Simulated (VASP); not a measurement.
# KI (R-3m) in VASP: notebook

Aim: see how the results for KI move with the level of theory and the settings. Levels: HSE06, PBE. Tasks: single point.

Everything below comes from runs of VASP 6.6.1. Logs are shortened: lines on timing, memory, paths and dates and some standing lists are left out, and cuts for length are marked.

### 1 The cell of the first run

Symmetry: R-3m, No. 166, trigonal system. The conventional cell has a = 5.012 Å, b = 5.012 Å, c = 11.664 Å, α = 90.00°, β = 90.00°, γ = 120.00°. Within 4.6 Å of K (site symmetry -3m) lie 6 I at 3.49 Å. Within 4.6 Å of I (site symmetry -3m) lie 6 K at 3.49 Å.

### 2 Single point, HSE06 (strain along [111] -5.0%)

The input, POSCAR:

```
KI
1.0
   -0.1181428326      3.4261421451      3.4261421451
    3.4261421451     -0.1181428326      3.4261421451
    3.4261421451      3.4261421451     -0.1181428326
K I
1 1
Direct
    0.0000000000      0.0000000000      0.0000000000
    0.5000000000      0.5000000000      0.5000000000
```

The input, INCAR.step1:

```
SYSTEM = KI
PREC = Accurate
ENCUT = 520
EDIFF = 1E-5
ISMEAR = 0
SIGMA = 0.01
LREAL = .False.
LASPH = .True.
NELM = 80
ALGO = Normal
ISIF = 2
LWAVE = .True.
LCHARG = .False.
GGA = PE
NBANDS = 15
```

The input, INCAR.step2:

```
SYSTEM = KI
PREC = Accurate
ENCUT = 520
EDIFF = 1E-6
ISMEAR = 0
SIGMA = 0.01
LREAL = .False.
LASPH = .True.
NELM = 80
ALGO = Normal
ISIF = 2
LWAVE = .False.
LCHARG = .False.
GGA = PE
LHFCALC = .True.
HFSCREEN = 0.2079
PRECFOCK = Normal
ISTART = 1
NBANDS = 15
```

The input, KPOINTS:

```
Automatic mesh
0
Gamma
  4 4 4
  0 0 0
```

Potentials or basis: VASP PAW PBE potentials, release 64 (K_sv, I).

Started as:

```bash
cat potpaw_PBE.64/K_sv/POTCAR potpaw_PBE.64/I/POTCAR > POTCAR
cp INCAR.step1 INCAR
mpirun -np 1 vasp_std > vasp.out
cp INCAR.step2 INCAR
mpirun -np 1 vasp_std > vasp.out
```

OUTCAR:

```text
SYSTEM = KI
   PREC = Accurate
   ENCUT = 520
   EDIFF = 1E-6
   ISMEAR = 0
   LREAL = .False.
   LASPH = .True.
   NELM = 80
   ISIF = 2
   GGA = PE
   LHFCALC = .True.
   HFSCREEN = 0.2079
   PRECFOCK = Normal
   ISTART = 1

 ion  position               nearest neighbor table
   1  0.000  0.000  0.000-   2 3.49   2 3.49   2 3.49   2 3.49   2 3.49   2 3.49
   2  0.500  0.500  0.500-   1 3.49   1 3.49   1 3.49   1 3.49   1 3.49   1 3.49

  LATTYP: Found a trigonal (rhomboedric) cell.
 ALAT       =     4.8467368121
 COS(alpha) =     0.4652406417

  Lattice vectors:

 A1 = (  -0.1181428326,   3.4261421451,   3.4261421451)
 A2 = (   3.4261421451,  -0.1181428326,   3.4261421451)
 A3 = (   3.4261421451,   3.4261421451,  -0.1181428326)

Analysis of symmetry for initial positions (statically):
=====================================================================
 Subroutine PRICEL returns:
 Original cell was already a primitive cell.

 Routine SETGRP: Setting up the symmetry group for a
 trigonal (rhombohedral) supercell.

 Subroutine GETGRP returns: Found 12 space group operations
 (whereof 12 operations were pure point group operations)
 out of a pool of 12 trial point group operations.

The static configuration has the point symmetry D_3d.

Analysis of symmetry for dynamics (positions and initial velocities):
=====================================================================
 Subroutine PRICEL returns:
 Original cell was already a primitive cell.

 Routine SETGRP: Setting up the symmetry group for a
 trigonal (rhombohedral) supercell.

 Subroutine GETGRP returns: Found 12 space group operations
 (whereof 12 operations were pure point group operations)
 out of a pool of 12 trial point group operations.

The dynamic configuration has the point symmetry D_3d.

 Subroutine INISYM returns: Found 12 space group operations
 (whereof 12 operations are pure point group operations),
 and found     1 'primitive' translations

----------------------------------------------------------------------------------------

                                     Primitive cell

  volume of cell :      84.5940

  direct lattice vectors                    reciprocal lattice vectors
    -0.118142833  3.426142145  3.426142145    -0.138597227  0.143547128  0.143547128
     3.426142145 -0.118142833  3.426142145     0.143547128 -0.138597227  0.143547128
     3.426142145  3.426142145 -0.118142833     0.143547128  0.143547128 -0.138597227

  length of vectors
     4.846736812  4.846736812  4.846736812     0.245806321  0.245806321  0.245806321

  position of ions in fractional coordinates (direct lattice)
     0.000000000  0.000000000  0.000000000
     0.500000000  0.500000000  0.500000000

  ion indices of the primitive-cell ions
   primitive index   ion index
                 1           1
                 2           2

----------------------------------------------------------------------------------------

 KPOINTS: Automatic mesh

Automatic generation of k-mesh.
 Grid dimensions read from file:
 generate k-points for:    4    4    4

 Generating k-lattice:

  Cartesian coordinates                     Fractional coordinates (reciprocal lattice)
    -0.034649307  0.035886782  0.035886782     0.250000000  0.000000000 -0.000000000
     0.035886782 -0.034649307  0.035886782     0.000000000  0.250000000 -0.000000000
     0.035886782  0.035886782 -0.034649307     0.000000000  0.000000000  0.250000000

  Length of vectors
     0.061451580  0.061451580  0.061451580

  Shift w.r.t. Gamma in fractional coordinates (k-lattice)
     0.000000000  0.000000000  0.000000000

 Subroutine IBZKPT returns following result:
 ===========================================

 Found     13 irreducible k-points:

 Following reciprocal coordinates:
            Coordinates               Weight
  0.000000  0.000000  0.000000      1.000000
  0.250000  0.000000  0.000000      6.000000
  0.500000  0.000000  0.000000      3.000000
  0.250000  0.250000  0.000000      6.000000
  0.500000  0.250000  0.000000     12.000000
[... 52 lines left out ...]
  band No.  band energies     occupation
      1     -31.6845      2.00000
      2     -14.0294      2.00000
      3     -13.8298      2.00000
      4     -13.8227      2.00000
      5     -12.0051      2.00000
      6      -2.4243      2.00000
      7      -1.3204      2.00000
      8      -1.2149      2.00000
      9       5.6382      0.00000
     10       8.0416      0.00000
     11       8.2957      0.00000
     12       8.6566      0.00000
     13       9.0595      0.00000
     14       9.4878      0.00000
     15       9.9676      0.00000

 k-point     4 :       0.2500    0.2500    0.0000
  band No.  band energies     occupation
      1     -31.6852      2.00000
      2     -13.9056      2.00000
      3     -13.8368      2.00000
      4     -13.8360      2.00000
      5     -12.2005      2.00000
      6      -1.7991      2.00000
      7      -1.2109      2.00000
      8      -1.0943      2.00000
      9       5.5145      0.00000
     10       5.6387      0.00000
     11       8.0085      0.00000
     12       8.1509      0.00000
     13       8.2991      0.00000
     14       8.5507      0.00000
     15      10.9988      0.00000
[... 109 lines left out ...]
 k-point    11 :       0.5000    0.5000    0.2500
  band No.  band energies     occupation
      1     -31.6836      2.00000
      2     -13.9509      2.00000
      3     -13.8441      2.00000
      4     -13.8376      2.00000
      5     -12.0884      2.00000
      6      -2.0956      2.00000
      7      -1.5354      2.00000
      8      -1.4052      2.00000
      9       5.7035      0.00000
     10       7.1269      0.00000
     11       7.5172      0.00000
     12       8.5372      0.00000
     13       9.4030      0.00000
     14       9.8112      0.00000
     15      10.6486      0.00000

 k-point    12 :      -0.2500    0.5000    0.2500
  band No.  band energies     occupation
      1     -31.6834      2.00000
      2     -13.8954      2.00000
      3     -13.8707      2.00000
      4     -13.8593      2.00000
      5     -12.1088      2.00000
      6      -1.7840      2.00000
      7      -1.7224      2.00000
      8      -1.5948      2.00000
      9       6.6165      0.00000
     10       6.6334      0.00000
     11       6.9863      0.00000
     12       8.7033      0.00000
     13       9.3102      0.00000
     14      10.4163      0.00000
     15      10.8714      0.00000

 k-point    13 :       0.5000    0.5000    0.5000
  band No.  band energies     occupation
      1     -31.6838      2.00000
      2     -14.0250      2.00000
      3     -13.8266      2.00000
      4     -13.8266      2.00000
      5     -11.9927      2.00000
      6      -2.4023      2.00000
      7      -1.4011      2.00000
      8      -1.4011      2.00000
      9       5.5642      0.00000
     10       8.2504      0.00000
     11       8.2504      0.00000
     12       8.2538      0.00000
     13       9.4030      0.00000
     14       9.4030      0.00000
     15      10.1467      0.00000

------------------------ aborting loop because EDIFF is reached ----------------------------------------

  FORCE on cell =-STRESS in cart. coord.  units (eV):
  Direction    XX          YY          ZZ          XY          YZ          ZX
  --------------------------------------------------------------------------------------
  -------------------------------------------------------------------------------------
  Total        0.5280347      0.5280347      0.5280347      0.0579762      0.0579762      0.0579762
  in kB       10.0007716     10.0007716     10.0007716      1.0980472      1.0980472      1.0980472
  external PRESSURE =      10.0007716 kB  Pullay stress =       0.0000000 kB

 VOLUME and BASIS-vectors are now :
 -----------------------------------------------------------------------------
  energy-cutoff  :      520.00
  volume of cell :       84.59
      direct lattice vectors                 reciprocal lattice vectors
    -0.118142833  3.426142145  3.426142145    -0.138597227  0.143547128  0.143547128
     3.426142145 -0.118142833  3.426142145     0.143547128 -0.138597227  0.143547128
     3.426142145  3.426142145 -0.118142833     0.143547128  0.143547128 -0.138597227

 POSITION                                       TOTAL-FORCE (eV/Angst)
 -----------------------------------------------------------------------------------
      0.00000      0.00000      0.00000         0.000000     -0.000000      0.000000
      3.36707      3.36707      3.36707        -0.000000      0.000000     -0.000000
 -----------------------------------------------------------------------------------
    total drift:                                0.000008      0.000004      0.000009

  FREE ENERGIE OF THE ION-ELECTRON SYSTEM (eV)
  ---------------------------------------------------
  free  energy   TOTEN  =        -6.3811038419 eV

  energy  without entropy=       -6.3811038419  energy(sigma->0) =       -6.38110384
```

Wall time 13 min (1 thread of Intel Xeon Platinum 8375C at 2.90GHz (Ice Lake), shared host); peak memory 0.33 GiB.

What came out:

```yaml
Free_energy: -6.3811 eV
Pressure: 1.0 GPa
Band_gap_on_the_k_mesh: 4.96 eV
```

Levels at points of the mesh, in eV from the valence-band top:
| k point | band 5 | band 6 | band 7 | band 8 | band 9 | band 10 | band 11 | band 12 |
| --- | --- | --- | --- | --- | --- | --- | --- | --- |
| (0.00, 0.00, 0.00) | -11.56 | -0.14 | -0.14 | 0.00 | 4.96 | 7.39 | 7.39 | 7.84 |
| (0.50, 0.00, 0.00) | -11.18 | -1.60 | -0.49 | -0.39 | 6.46 | 8.87 | 9.12 | 9.48 |
| (0.50, 0.50, 0.00) | -11.37 | -1.24 | -0.58 | -0.44 | 5.77 | 6.84 | 9.41 | 10.03 |
| (0.50, 0.50, 0.50) | -11.17 | -1.58 | -0.57 | -0.57 | 6.39 | 9.08 | 9.08 | 9.08 |

Caveat: the cell differs from its parent crystal (strain along [111] -5.0%); the PAW data sets were made with another functional, which shifts forces and pressure a little; spin-orbit coupling is left out, which moves the levels of the heavy elements.

### 3 Single point, PBE (epitaxial 111 strain -3.0%)

The input, INCAR:

```
  PREC = Accurate
  ENCUT = 520
  EDIFF = 1E-6
  ISMEAR = 0
  SIGMA = 0.01
  LREAL = False
  LASPH = True
  NELM = 60
  ALGO = Normal
  ISIF = 2
  LWAVE = False
  LCHARG = False
  GGA = PE
  NBANDS = 15
```

The input, KPOINTS:

```
Automatic mesh
0
Gamma
  4 4 4
```

The input, POSCAR:

```
KI
1.0
    0.1496118062      3.5875682345      3.5875682345
    3.5875682345      0.1496118062      3.5875682345
    3.5875682345      3.5875682345      0.1496118062
K I
1 1
Direct
    0.0000000000      0.0000000000      0.0000000000
    0.5000000000      0.5000000000      0.5000000000
```

Potentials or basis: VASP PAW PBE potentials, release 64 (K_sv, I).

Started as:

```bash
cat potpaw_PBE.64/K_sv/POTCAR potpaw_PBE.64/I/POTCAR > POTCAR
mpirun -np 1 vasp_std > vasp.out
```

Run time: 39 s. Hardware: 1 thread of Intel Xeon 8259CL, shared host; peak memory 0.23 GiB.

The run converged. Its results:

```yaml
Free_energy: -5.5424 eV
Pressure: 0.9 GPa
Band_gap_on_the_k_mesh: 3.92 eV
```

Stress tensor (GPa, compression positive):
```
 0.87 -0.17 -0.17
-0.17  0.87 -0.17
-0.17 -0.17  0.87
```

Levels at points of the mesh, in eV from the valence-band top:
```tsv
k point	band 4	band 5	band 6	band 7	band 8	band 9	band 10	band 11	band 12	band 13
(0.00, 0.00, 0.00)	-12.04	-10.59	-0.18	0.00	0.00	3.92	6.14	6.58	6.58	7.17
(0.50, 0.00, 0.00)	-12.04	-10.29	-1.42	-0.51	-0.38	5.45	7.65	7.87	8.25	8.61
(0.50, 0.50, 0.00)	-12.06	-10.44	-1.10	-0.51	-0.36	4.83	5.74	8.03	8.64	8.80
(0.50, 0.50, 0.50)	-12.04	-10.30	-1.45	-0.30	-0.30	5.54	7.50	8.31	8.31	8.55
```

Caveat: the cell differs from its parent crystal (epitaxial 111 strain -3.0%); spin-orbit coupling is left out, which moves the levels of the heavy elements.

### 4 Single point, PBE (strain along [111] -5.0%)

The input, INCAR:

```
PREC = Accurate
ENCUT = 520
EDIFF = 1E-7
ISMEAR = 0
SIGMA = 0.01
LREAL = False
LASPH = True
NELM = 100
ALGO = Normal
ISIF = 2
LWAVE = False
LCHARG = False
GGA = PE
NBANDS = 15
```

The input, KPOINTS:

```
regular mesh
0
Gamma
  4 4 4
```

The input, POSCAR:

```
KI
1.0
   -0.1181428326      3.4261421451      3.4261421451
    3.4261421451     -0.1181428326      3.4261421451
    3.4261421451      3.4261421451     -0.1181428326
K I
1 1
Direct
    0.0000000000      0.0000000000      0.0000000000
    0.5000000000      0.5000000000      0.5000000000
```

Started as:

```bash
cat potpaw_PBE.64/K_sv/POTCAR potpaw_PBE.64/I/POTCAR > POTCAR
mpirun -np 1 vasp_std > vasp.out
```

Run time: 34 s. Hardware: 1 thread of Intel Xeon 8259CL, shared host; peak memory 0.21 GiB.

It converged, with:

* Free energy: -5.5318 eV
* Pressure: 1.2 GPa
* Band gap on the k mesh: 3.96 eV

Stress tensor (GPa, compression positive):
```
1.22 0.10 0.10
0.10 1.22 0.10
0.10 0.10 1.22
```

Levels at points of the mesh, in eV from the valence-band top:
```
           k point  band 5  band 6  band 7  band 8  band 9  band 10  band 11  band 12
(0.00, 0.00, 0.00)  -10.66   -0.13   -0.13    0.00    3.96     6.26     6.26     6.67
(0.50, 0.00, 0.00)  -10.32   -1.51   -0.48   -0.37    5.49     7.65     8.03     8.37
(0.50, 0.50, 0.00)  -10.49   -1.15   -0.54   -0.41    4.77     5.77     8.03     8.72
(0.50, 0.50, 0.50)  -10.31   -1.49   -0.55   -0.55    5.43     7.85     7.98     7.98
```

Caveat: the cell differs from its parent crystal (strain along [111] -5.0%); spin-orbit coupling is left out, which moves the levels of the heavy elements.

### 5 Single point, PBE (strain along [111] -5.0%)

The input, INCAR:

```
ALGO     = Normal         # electronic algorithm
EDIFF    = 1E-7           # SCF threshold, eV
ENCUT    = 520            # plane-wave cutoff, eV
GGA      = PE             # functional
ISIF     = 2              # what is computed and relaxed
ISMEAR   = -1             # smearing method
LASPH    = T              # aspherical terms in the spheres
LCHARG   = F              # write CHGCAR
LREAL    = F              # projectors in reciprocal space
LWAVE    = F              # write WAVECAR
NBANDS   = 15             # bands
NELM     = 100            # most SCF steps
PREC     = Accurate       # precision mode
SIGMA    = 0.02           # smearing width, eV
```

The input, KPOINTS:

```
k-points
0
Gamma
  6 6 6
```

POSCAR is that of step 4.

Started as:

```bash
cat potpaw_PBE.64/K_sv/POTCAR potpaw_PBE.64/I/POTCAR > POTCAR
mpirun -np 1 vasp_std > vasp.out
```

Run time: 74 s. Hardware: 1 thread of Intel Xeon 8259CL, shared host; peak memory 0.22 GiB.

It converged, with:

```yaml
Free_energy: -5.5329 eV
Pressure: 1.2 GPa
Band_gap_on_the_k_mesh: 3.96 eV
```

Stress tensor (GPa, compression positive):
```
1.21 0.10 0.10
0.10 1.21 0.10
0.10 0.10 1.21
```

Levels at points of the mesh, in eV from the valence-band top:
| k point | band 4 | band 5 | band 6 | band 7 | band 8 | band 9 | band 10 | band 11 | band 12 | band 13 |
| --- | --- | --- | --- | --- | --- | --- | --- | --- | --- | --- |
| (0.00, 0.00, 0.00) | -12.02 | -10.66 | -0.13 | -0.13 | 0.00 | 3.96 | 6.26 | 6.26 | 6.67 | 7.14 |
| (0.50, 0.00, 0.00) | -12.02 | -10.32 | -1.51 | -0.48 | -0.37 | 5.49 | 7.65 | 8.03 | 8.37 | 8.48 |
| (0.50, 0.50, 0.00) | -12.04 | -10.49 | -1.15 | -0.54 | -0.41 | 4.77 | 5.77 | 8.03 | 8.72 | 8.91 |
| (0.50, 0.50, 0.50) | -12.02 | -10.31 | -1.49 | -0.55 | -0.55 | 5.43 | 7.85 | 7.98 | 7.98 | 8.79 |

Caveat: the cell differs from its parent crystal (strain along [111] -5.0%); spin-orbit coupling is left out, which moves the levels of the heavy elements.

### 6 Single point, PBE (epitaxial 111 strain -3.0%)

The input, INCAR:

```
SYSTEM = KI
PREC = Accurate
ENCUT = 520
EDIFF = 1E-6
ISMEAR = -1
SIGMA = 0.02
LREAL = .False.
LASPH = .True.
NELM = 60
ALGO = Normal
ISIF = 2
LWAVE = .False.
LCHARG = .False.
GGA = PE
NBANDS = 15
```

The input, KPOINTS:

```
regular mesh
0
Gamma
  6 6 6
  0 0 0
```

The input, POSCAR:

```
KI
1.0
    0.1496118062      3.5875682345      3.5875682345
    3.5875682345      0.1496118062      3.5875682345
    3.5875682345      3.5875682345      0.1496118062
K I
1 1
Direct
    0.0000000000      0.0000000000      0.0000000000
    0.5000000000      0.5000000000      0.5000000000
```

Potentials or basis: VASP PAW PBE potentials, release 64 (K_sv, I).

Started as:

```bash
cat potpaw_PBE.64/K_sv/POTCAR potpaw_PBE.64/I/POTCAR > POTCAR
mpirun -np 1 vasp_std > vasp.out
```

Wall time 78 s (1 thread of Intel Xeon 8259CL, shared host); peak memory 0.25 GiB.

The run converged. Its results:

| Item | Value |
| --- | --- |
| Free energy | -5.5434 eV |
| Pressure | 0.9 GPa |
| Band gap on the k mesh | 3.92 eV |

Stress tensor (GPa, compression positive):
```
 0.86 -0.17 -0.17
-0.17  0.86 -0.17
-0.17 -0.17  0.86
```

Levels at points of the mesh, in eV from the valence-band top:
```
           k point  band 5  band 6  band 7  band 8  band 9  band 10  band 11  band 12
(0.00, 0.00, 0.00)  -10.59   -0.18    0.00    0.00    3.92     6.14     6.58     6.58
(0.50, 0.00, 0.00)  -10.29   -1.42   -0.51   -0.38    5.45     7.66     7.87     8.25
(0.50, 0.50, 0.00)  -10.44   -1.10   -0.51   -0.36    4.83     5.74     8.03     8.64
(0.50, 0.50, 0.50)  -10.30   -1.45   -0.30   -0.30    5.55     7.50     8.31     8.31
```

Caveat: the cell differs from its parent crystal (epitaxial 111 strain -3.0%); spin-orbit coupling is left out, which moves the levels of the heavy elements.

### 7 Summary

| level | cell | k mesh | smearing | grid for exact exchange (PRECFOCK) | share of exact exchange | screening parameter | gap on the mesh (eV) | pressure (GPa) |
| --- | --- | --- | --- | --- | --- | --- | --- | --- |
| HSE06 | a = 4.847 Å, angles 62.3°, 2 atoms | 4 × 4 × 4 | gaussian 0.01 eV | Normal | 0.25 | 0.2079 1/Å | 4.96 | 1.0 |
| PBE | a = 5.076 Å, angles 57.2°, 2 atoms | 4 × 4 × 4 | gaussian 0.01 eV | - | - | - | 3.92 | 0.9 |
| PBE | a = 4.847 Å, angles 62.3°, 2 atoms | 4 × 4 × 4 | gaussian 0.01 eV | - | - | - | 3.96 | 1.2 |
| PBE | a = 4.847 Å, angles 62.3°, 2 atoms | 6 × 6 × 6 | fermi-dirac 0.02 eV | - | - | - | 3.96 | 1.2 |
| PBE | a = 5.076 Å, angles 57.2°, 2 atoms | 6 × 6 × 6 | fermi-dirac 0.02 eV | - | - | - | 3.92 | 0.9 |

Alike in all rows: task single point; potentials or basis VASP PAW PBE potentials, release 64 (K_sv, I); no spin polarisation; cutoff (eV) 520.

Caveats: spin-orbit coupling is left out, which moves the levels of the heavy elements; the PAW data sets were made with another functional, which shifts forces and pressure a little (at least some runs).

Absolute energies hang on the potentials; compare differences alone.
